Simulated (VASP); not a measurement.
# NaH (F-43m) in VASP: notebook, part 2 of 2

VASP 6.6.1. The steps go on from the part before.

## 3. G0W0 quasiparticle levels, r2SCAN

Input file POSCAR:

```
NaH
1.0
    0.0000000000      2.5969210594      2.5969210594
    2.5969210594      0.0000000000      2.5969210594
    2.5969210594      2.5969210594      0.0000000000
Na H
1 1
Direct
    0.0000000000      0.0000000000      0.0000000000
    0.2500000000      0.2500000000      0.2500000000
```

Input file INCAR.step1:

```
SYSTEM = NaH
PREC = Accurate ; ENCUT = 500
EDIFF = 1E-8 ; ISMEAR = 0
SIGMA = 0.01 ; LREAL = .FALSE.
LASPH = .TRUE. ; NELM = 60
ALGO = Normal ; LWAVE = .TRUE.
LCHARG = .FALSE. ; METAGGA = R2SCAN
LMIXTAU = .TRUE.
```

Input file INCAR.step2:

```
SYSTEM = NaH
PREC = Accurate ; ENCUT = 500
EDIFF = 1E-8 ; ISMEAR = 0
SIGMA = 0.01 ; LREAL = .FALSE.
LASPH = .TRUE. ; NELM = 1
ALGO = Exact ; LWAVE = .TRUE.
LCHARG = .FALSE. ; METAGGA = R2SCAN
LMIXTAU = .TRUE. ; NBANDS = 136
LOPTICS = .TRUE. ; ISTART = 1
```

Input file INCAR.step3:

```
SYSTEM = NaH
PREC = Accurate ; ENCUT = 500
EDIFF = 1E-8 ; ISMEAR = 0
SIGMA = 0.01 ; LREAL = .FALSE.
LASPH = .TRUE. ; ALGO = EVGW0
LWAVE = .FALSE. ; LCHARG = .FALSE.
METAGGA = R2SCAN ; LMIXTAU = .TRUE.
NELMGW = 1 ; NBANDS = 136
ENCUTGW = 140.0 ; NOMEGA = 96
PRECFOCK = Fast ; ISTART = 1
NBANDSGW = 13 ; OMEGAMAX = 20
```

Input file KPOINTS:

```
regular mesh
0
G
  4 4 4
  0 0 0
```

Potentials or basis: VASP PAW PBE potentials, release 64 (Na_sv_GW, H_GW).

Started as:

```bash
cat potpaw_PBE.64/Na_sv_GW/POTCAR potpaw_PBE.64/H_GW/POTCAR > POTCAR
cp INCAR.step1 INCAR
mpirun -np 1 vasp_std > vasp.out
cp INCAR.step2 INCAR
mpirun -np 1 vasp_std > vasp.out
cp INCAR.step3 INCAR
mpirun -np 1 vasp_std > vasp.out
```

OUTCAR:

```text
SYSTEM = NaH
   PREC = Accurate
   ENCUT = 500
   EDIFF = 1E-8
   ISMEAR = 0
   LREAL = .FALSE.
   LASPH = .TRUE.
   METAGGA = R2SCAN
   NELMGW = 1
   ENCUTGW = 140.0
   PRECFOCK = Fast
   ISTART = 1

 ion  position               nearest neighbor table
   1  0.000  0.000  0.000-
   2  0.250  0.250  0.250-

  LATTYP: Found a face centered cubic cell.
 ALAT       =     5.1938421188

  Lattice vectors:

 A1 = (   0.0000000000,   2.5969210594,   2.5969210594)
 A2 = (   2.5969210594,   0.0000000000,   2.5969210594)
 A3 = (   2.5969210594,   2.5969210594,   0.0000000000)

Analysis of symmetry for initial positions (statically):
=====================================================================
 Subroutine PRICEL returns:
 Original cell was already a primitive cell.

 Routine SETGRP: Setting up the symmetry group for a
 face centered cubic supercell.

 Subroutine GETGRP returns: Found 24 space group operations
 (whereof 24 operations were pure point group operations)
 out of a pool of 48 trial point group operations.

The static configuration has the point symmetry T_d .

Analysis of symmetry for dynamics (positions and initial velocities):
=====================================================================
 Subroutine PRICEL returns:
 Original cell was already a primitive cell.

 Routine SETGRP: Setting up the symmetry group for a
 face centered cubic supercell.

 Subroutine GETGRP returns: Found 24 space group operations
 (whereof 24 operations were pure point group operations)
 out of a pool of 48 trial point group operations.

The dynamic configuration has the point symmetry T_d .

 Subroutine INISYM returns: Found 24 space group operations
 (whereof 24 operations are pure point group operations),
 and found     1 'primitive' translations

----------------------------------------------------------------------------------------

                                     Primitive cell

  volume of cell :      35.0273

  direct lattice vectors                    reciprocal lattice vectors
     0.000000000  2.596921059  2.596921059    -0.192535695  0.192535695  0.192535695
     2.596921059  0.000000000  2.596921059     0.192535695 -0.192535695  0.192535695
     2.596921059  2.596921059  0.000000000     0.192535695  0.192535695 -0.192535695

  length of vectors
     3.672600983  3.672600983  3.672600983     0.333481605  0.333481605  0.333481605

  position of ions in fractional coordinates (direct lattice)
     0.000000000  0.000000000  0.000000000
[... 26 lines left out ...]
     0.000000000  0.000000000  0.000000000

 Subroutine IBZKPT returns following result:
 ===========================================

 Found      8 irreducible k-points:

 Following reciprocal coordinates:
            Coordinates               Weight
  0.000000  0.000000  0.000000      1.000000
  0.250000  0.000000  0.000000      8.000000
  0.500000  0.000000  0.000000      4.000000
  0.250000  0.250000  0.000000      6.000000
  0.500000  0.250000  0.000000     24.000000
 -0.250000  0.250000  0.000000     12.000000
  0.500000  0.500000  0.000000      3.000000
 -0.250000  0.500000  0.250000      6.000000
   k-points           NKPTS =      8   k-points in BZ     NKDIM =     64   number of bands    NBANDS=    136
   number of dos      NEDOS =    301   number of ions     NIONS =      2
   total plane-waves  NPLWV =  21952
   dimension x,y,z NGX =    28 NGY =   28 NGZ =   28
   dimension x,y,z NGXF=    56 NGYF=   56 NGZF=   56
   ions per type =               1   1
   NGX,Y,Z   is equivalent  to a cutoff of  12.67, 12.67, 12.67 a.u.
   NGXF,Y,Z  is equivalent  to a cutoff of  25.35, 25.35, 25.35 a.u.
 SYSTEM =  NaH
   PREC   = accura    normal or accurate (medium, high low for compatibility)
   ISTART =      1    job   : 0-new  1-cont  2-samecut
   ICHARG =      0    charge: 1-file 2-atom 10-const
   ISPIN  =      1    spin polarized calculation?
   LNONCOLLINEAR =      F non collinear calculations
   LSORBIT =      F    spin-orbit coupling
   LASPH  =      T    aspherical Exc in radial PAW
   ENCUT  =  500.0 eV  36.75 Ry    6.06 a.u.   6.70  6.70  6.70*2*pi/ulx,y,z
   NELM   =     60;   NELMIN=  2; NELMDL=  0     # of ELM steps
   EDIFF  = 0.1E-07   stopping-criterion for ELM
   LREAL  =      F    real-space projection
   EDIFFG = 0.1E-06   stopping-criterion for IOM
   NSW    =      0    number of steps for IOM
   IBRION =     -1    ionic relax: 0-MD 1-quasi-New 2-CG
   NFREE  =      0    steps in history (QN), initial steepest desc. (CG)
   ISIF   =      0    stress and relaxation
   ISYM   =      3    0-nonsym 1-usesym 2-fastsym
   POTIM  = 0.5000    time-step for ionic-motion
   TEBEG  =    0.0;   TEEND  =   0.0 temperature during run
   PSTRESS=    0.0 pullay stress
   NELECT =      10.0000    total number of electrons
   NUPDOWN=      -1.0000    fix difference up-down
   EMIN   =  10.00;   EMAX   =-10.00  energy-range for DOS
   EFERMI =   0.00;   METHOD = LEGACY
   ISMEAR =     0;   SIGMA  =   0.01  broadening in eV -4-tet -1-fermi 0-gaus
   EFERMI_NEDOS =   21; number of points for ismear=-14 and -15
   IALGO  =     38    algorithm
   IMIX   =      4    mixing-type and parameters
     AMIX     =   0.40;   BMIX     =  1.00
     AMIX_MAG =   1.60;   BMIX_MAG =  1.00
  volume/ion in A,a.u.               =      17.51       118.19
  Fermi-wavevector in a.u.,A,eV,Ry     =   1.077969  2.037065 15.810190  1.162016
  Thomas-Fermi vector in A             =   2.213895
   LORBIT       =      0    0 simple, 1 ext, 2 COOP (PROOUT), +10 PAW based schemes
   METAGGA = R2SCAN    functional components
   LHFCALC =     T    Hartree Fock is set to
   PRECFOCK=fast      Normal, Fast or Accurate (Low or Medium for compatibility)
   ENCUT4O =  -1.0   cutoff for four orbital integrals eV
   NKREDX  =     1    reduce k-point grid by
   NKREDY  =     1    reduce k-point grid by
   NKREDZ  =     1    reduce k-point grid by
   AEXX    =    1.0000 exact exchange contribution
   HFSCREEN=    0.0000 screening length (either q_TF or 0.3 A-1)
   HFSCREENC=   0.0000 screening length for correlation (either q_TF or 0.3 A-1)
   ENCUTFOCK=  -1.0 apply spherical cutoff to Coloumb kernel
   IVDW    =     0    specifies the selected vdW correction
   LEPSILON=     F    determine dielectric tensor
   LRPA    =     F    only Hartree local field effects (RPA)
   LRPAFORCE           =     F    calculate RPA forces
   ENCUTGW             = 140.0    cutoff for response function in eV
   ENCUTGWSOFT         = 112.0    soft cutoff for Coulomb kernel in GW response function in eV
   ENCUTLF             =  -1.0    cutoff for local field effects
   NELMGW              =     1    number of iterations in solving QP/BSE equation
   NELMHF              =     1    number of iterations in the inner HF iteration
   NKREDLFX            =     1    NKREDLFY  =   1   NKREDLFZ  =   1
 non-spin polarized calculation
 Gauss-broadening in eV      SIGMA  =   0.01
  energy-cutoff  :      500.00
  volume of cell :       35.03
 maximum number of plane-waves:       896
 NGX is ok and might be reduce to    28
  NGX = 16; NGY = 16; NGZ = 16
   NGX = 13   NGY = 13   NGZ = 13
 maximum number of plane-waves:       138

 QP shifts <psi_nk| G(iteration)W_0 |psi_nk>: iteration 1
 for sc-GW calculations column KS-energies equals QP-energies in previous step
 and V_xc(KS)=  KS-energies - (<T + V_ion + V_H > + <T+V_H+V_ion>^1  + <V_x>^1)

 k-point   1 :       0.0000    0.0000    0.0000
  band No.  KS-energies  QP-energies   sigma(KS)   V_xc(KS)     V^pw_x(r,r')   Z            occupation Imag(sigma)

      1     -54.5843     -61.4589     -41.5630     -32.2056     -49.3135       0.7347       2.0000       0.2526
      2     -25.0145     -29.5810     -35.7467     -29.7595     -41.5001       0.7627       2.0000       0.0639
      3     -25.0145     -29.5810     -35.7467     -29.7595     -41.5001       0.7627       2.0000       0.0639
      4     -25.0145     -29.5810     -35.7467     -29.7595     -41.5001       0.7627       2.0000       0.0639
      5      -5.1695      -6.6711     -11.1119      -8.9661     -13.3210       0.6997       2.0000       0.1305
      6       6.5124       7.1399      -7.7169      -8.5997      -4.1536       0.7108       0.0000      -0.1525
      7      11.7228      12.4949      -5.5534      -6.5081      -1.8372       0.8088       0.0000      -0.5561
      8      11.7228      12.4949      -5.5534      -6.5081      -1.8372       0.8088       0.0000      -0.5561
      9      11.7228      12.4949      -5.5534      -6.5081      -1.8372       0.8088       0.0000      -0.5561
     10      14.8759      15.0987      -5.8191      -6.1068      -1.8478       0.7745       0.0000      -0.7956
     11      14.8759      15.0987      -5.8191      -6.1068      -1.8478       0.7745       0.0000      -0.7956
     12      14.8759      15.0987      -5.8191      -6.1068      -1.8478       0.7745       0.0000      -0.7956
     13      17.3194      17.5481      -4.1356      -4.4150      -0.6124       0.8183       0.0000      -0.9909
[... 106 lines left out ...]
      1     -54.5813     -61.5307     -41.5681     -32.2126     -49.3201       0.7428       2.0000       0.2527
      2     -25.0479     -29.5769     -35.6575     -29.6650     -41.3997       0.7558       2.0000       0.0674
      3     -25.0419     -29.5715     -35.6640     -29.6814     -41.4114       0.7571       2.0000       0.0657
      4     -25.0309     -29.5731     -35.6979     -29.7143     -41.4477       0.7591       2.0000       0.0654
      5      -2.2640      -3.7797     -13.0146     -10.9987     -14.4963       0.7519       2.0000       0.0515
      6       4.1177       4.7262      -5.0345      -5.7900      -2.1670       0.8053       0.0000      -0.0680
      7       4.3072       4.8266      -5.0633      -5.7207      -2.0534       0.7901       0.0000      -0.0803
      8       5.4956       6.5474      -6.0677      -7.3863      -2.9673       0.7977       0.0000      -0.0730
      9      12.7725      13.1450      -6.1189      -6.6133      -2.1730       0.7534       0.0000      -0.7088
     10      13.6996      14.4474      -5.5884      -6.5226      -1.8278       0.8005       0.0000      -0.6580
     11      16.0468      16.4200      -6.0506      -6.4966      -2.1001       0.8366       0.0000      -0.9089
     12      16.8103      17.4076      -5.5494      -6.2517      -1.5930       0.8506       0.0000      -0.9508
     13      21.5249      22.0144      -6.2810      -6.9561      -1.8290       0.7250       0.0000      -1.5125
```

It took 2.3 min on 1 thread of Intel Xeon Platinum 8559C (Emerald Rapids), shared host; peak memory 0.33 GiB.

What came out:

```
Quasiparticle gap                                   : 6.19 eV
Least direct quasiparticle gap                      : 6.90 eV
Band gap of the starting levels on the mesh         : 3.98 eV
Least direct gap of the starting levels on the mesh : 4.71 eV
```

Caveat: the k points lie up to 0.52 Å⁻¹ apart; bands, screening cutoff and mesh are small and nothing is extrapolated, so the quasiparticle values aren't converged; the structure was generated, so it needn't be the stable form of NaH.
